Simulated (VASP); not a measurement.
# NiPt (P4/mmm) in VASP: notebook, part 2 of 2

VASP 6.6.1. Earlier steps stand in the parts before.

## 3. Single point, LDA, collinear spin, ferromagnetic start (volume scaled by 0.74)

Input file INCAR:

```
PREC = Accurate
ENCUT = 520
EDIFF = 1E-6
ISMEAR = -1
SIGMA = 0.1
LREAL = F
LASPH = T
NELM = 150
ALGO = Normal
ISIF = 2
LWAVE = F
LCHARG = T
ISPIN = 2
MAGMOM = 1.5 0.6
LORBIT = 11
LMAXMIX = 4
LELF = T
LVHAR = T
NBANDS = 21
```

Input file KPOINTS:

```
Automatic mesh
0
Gamma
  11 11 8
```

Input file POSCAR:

```
NiPt
1.0
    2.4511518433      0.0000000000      0.0000000000
    0.0000000000      2.4511518433      0.0000000000
    0.0000000000      0.0000000000      3.2366053604
Ni Pt
1 1
Direct
    0.5000000000      0.5000000000      0.5000000000
    0.0000000000      0.0000000000      0.0000000000
```

Potentials or basis: VASP PAW LDA potentials, release 64 (Ni, Pt).

Run with:

```sh
$ cat potpaw_LDA.64/Ni/POTCAR potpaw_LDA.64/Pt/POTCAR > POTCAR
$ mpirun -np 1 vasp_std > vasp.out
```

Run time: 47 s. Hardware: 1 thread of Intel Xeon Platinum 8488C (Sapphire Rapids), shared host; peak memory 0.17 GiB.

The run converged. Its results:

| Quantity | Value |
| --- | --- |
| Free energy | -12.5474 eV |
| Pressure | 131.2 GPa |
| Band gap on the k mesh | zero (filled and empty bands overlap) |
| Net moment | 0.00 μB per cell |

Stress tensor (GPa, compression positive):
```
134.90   0.00   0.00
  0.00 134.90   0.00
  0.00   0.00 123.83
```

Levels at points of the mesh, in eV from the Fermi level:
Spin up:
| k point | band 6 | band 7 | band 8 | band 9 | band 10 | band 11 | band 12 | band 13 | band 14 | band 15 |
| --- | --- | --- | --- | --- | --- | --- | --- | --- | --- | --- |
| (0.00, 0.00, 0.00) | -3.10 | -2.14 | -1.29 | 0.22 | 0.53 | 0.53 | 3.13 | 13.31 | 13.31 | 15.02 |
| (0.00, 0.00, 0.50) | -2.98 | -2.98 | -2.37 | -2.28 | -2.28 | -1.37 | -0.67 | 17.24 | 17.41 | 19.41 |
Spin down:
| k point | band 8 | band 9 | band 10 | band 11 | band 12 | band 13 |
| --- | --- | --- | --- | --- | --- | --- |
| (0.00, 0.00, 0.00) | -1.29 | 0.22 | 0.53 | 0.53 | 3.13 | 13.31 |
| (0.00, 0.00, 0.50) | -2.37 | -2.27 | -2.27 | -1.37 | -0.67 | 17.24 |

Caveat: the starting moments collapsed, and a magnetic state may lie lower; spin-orbit coupling is left out, which moves the levels of the heavy elements.

## 4. Single point, LDA, collinear spin, ferromagnetic start (volume scaled by 0.8)

INCAR, as its differences from that of step 3:

```diff
@@ -11,3 +11,3 @@
 LWAVE = F
-LCHARG = T
+LCHARG = F
 ISPIN = 2
@@ -16,4 +16,2 @@
 LMAXMIX = 4
-LELF = T
-LVHAR = T
 NBANDS = 21
```

Input file KPOINTS:

```
regular mesh
0
Gamma
  11 11 8
```

Input file POSCAR:

```
NiPt
1.0
    2.5156852576      0.0000000000      0.0000000000
    0.0000000000      2.5156852576      0.0000000000
    0.0000000000      0.0000000000      3.3218180310
Ni Pt
1 1
Direct
    0.5000000000      0.5000000000      0.5000000000
    0.0000000000      0.0000000000      0.0000000000
```

Potentials or basis: VASP PAW LDA potentials, release 64 (Ni, Pt).

Run with:

```sh
$ cat potpaw_LDA.64/Ni/POTCAR potpaw_LDA.64/Pt/POTCAR > POTCAR
$ mpirun -np 1 vasp_std > vasp.out
```

OUTCAR:

```text
PREC = Accurate
   ENCUT = 520
   EDIFF = 1E-6
   ISMEAR = -1
   LREAL = F
   LASPH = T
   NELM = 150
   ISIF = 2
   ISPIN = 2
   LORBIT = 11

 ion  position               nearest neighbor table
   1  0.500  0.500  0.500-   2 2.43   2 2.43   2 2.43   2 2.43   2 2.43   2 2.43   2 2.43   2 2.43

   2  0.000  0.000  0.000-   1 2.43   1 2.43   1 2.43   1 2.43   1 2.43   1 2.43   1 2.43   1 2.43

  LATTYP: Found a simple tetragonal cell.
 ALAT       =     2.5156852576
 C/A-ratio  =     1.3204426193

  Lattice vectors:
[... 1370 lines left out ...]
  external PRESSURE =     741.0271808 kB  Pullay stress =       0.0000000 kB

 VOLUME and BASIS-vectors are now :
 -----------------------------------------------------------------------------
  energy-cutoff  :      520.00
  volume of cell :       21.02
      direct lattice vectors                 reciprocal lattice vectors
     2.515685258  0.000000000  0.000000000     0.397506006  0.000000000  0.000000000
     0.000000000  2.515685258  0.000000000     0.000000000  0.397506006  0.000000000
     0.000000000  0.000000000  3.321818031     0.000000000  0.000000000  0.301039970

 POSITION                                       TOTAL-FORCE (eV/Angst)
 -----------------------------------------------------------------------------------
      1.25784      1.25784      1.66091         0.000000      0.000000      0.000000
      0.00000      0.00000      0.00000         0.000000      0.000000      0.000000
 -----------------------------------------------------------------------------------
    total drift:                               -0.000000      0.000000      0.000000

  FREE ENERGIE OF THE ION-ELECTRON SYSTEM (eV)
  ---------------------------------------------------
  free  energy   TOTEN  =       -13.5403127423 eV

  energy  without entropy=      -13.4583132529  energy(sigma->0) =      -13.49931300

 total charge

# of ion       s       p       d       tot
------------------------------------------
    1        0.550   0.715   8.533   9.798
    2        0.839   0.958   8.264  10.061
--------------------------------------------------
tot          1.390   1.672  16.797  19.859

 magnetization (x)

# of ion       s       p       d       tot
------------------------------------------
    1       -0.000  -0.000   0.000   0.000
    2       -0.000  -0.000   0.000   0.000
--------------------------------------------------
tot         -0.000  -0.000   0.000   0.000
```

OSZICAR:

```text
N       E                     dE             d eps       ncg     rms          rms(c)
DAV:   1     0.107342725977E+03    0.10734E+03   -0.90623E+03  9606   0.118E+03
DAV:   2    -0.957704128908E+01   -0.11692E+03   -0.10800E+03  9165   0.254E+02
DAV:   3    -0.146392701587E+02   -0.50622E+01   -0.49464E+01 10220   0.551E+01
DAV:   4    -0.146978107253E+02   -0.58541E-01   -0.58501E-01 10325   0.534E+00
DAV:   5    -0.146990442893E+02   -0.12336E-02   -0.12335E-02 10824   0.822E-01    0.272E+01
DAV:   6    -0.147626530637E+02   -0.63609E-01   -0.50473E+00 10466   0.548E+01    0.159E+01
DAV:   7    -0.140905399445E+02    0.67211E+00   -0.58819E+00 11415   0.671E+01    0.138E+01
DAV:   8    -0.135499719472E+02    0.54057E+00   -0.10372E+00 11047   0.198E+01    0.271E+00
DAV:   9    -0.135444867728E+02    0.54852E-02   -0.32375E-02 10465   0.159E+00    0.136E+00
DAV:  10    -0.135409567249E+02    0.35300E-02   -0.21757E-03 13302   0.779E-01    0.464E-01
DAV:  11    -0.135403016843E+02    0.65504E-03   -0.39338E-04 13682   0.293E-01    0.146E-01
DAV:  12    -0.135403155665E+02   -0.13882E-04   -0.36816E-05 13103   0.931E-02    0.589E-02
DAV:  13    -0.135403129672E+02    0.25993E-05   -0.38577E-06 10793   0.310E-02    0.156E-02
DAV:  14    -0.135403127423E+02    0.22486E-06   -0.64475E-07  6152   0.157E-02
   1 F= -.13540313E+02 E0= -.13499313E+02  d E =-.819995E-01  mag=     0.0004
```

It took 35 s on 1 thread of Intel Xeon 6975P-C (Granite Rapids), shared host; peak memory 0.19 GiB.

What came out:

```
Free energy                                           : -13.5403 eV
Pressure                                              : 74.1 GPa
Band gap on the k mesh                                : zero (filled and empty bands overlap)
Net moment                                            : 0.00 μB per cell
Valence electrons inside the program's atomic spheres : Ni 9.80; Pt 10.06
```

Caveat: the starting moments collapsed, and a magnetic state may lie lower; spin-orbit coupling is left out, which moves the levels of the heavy elements.
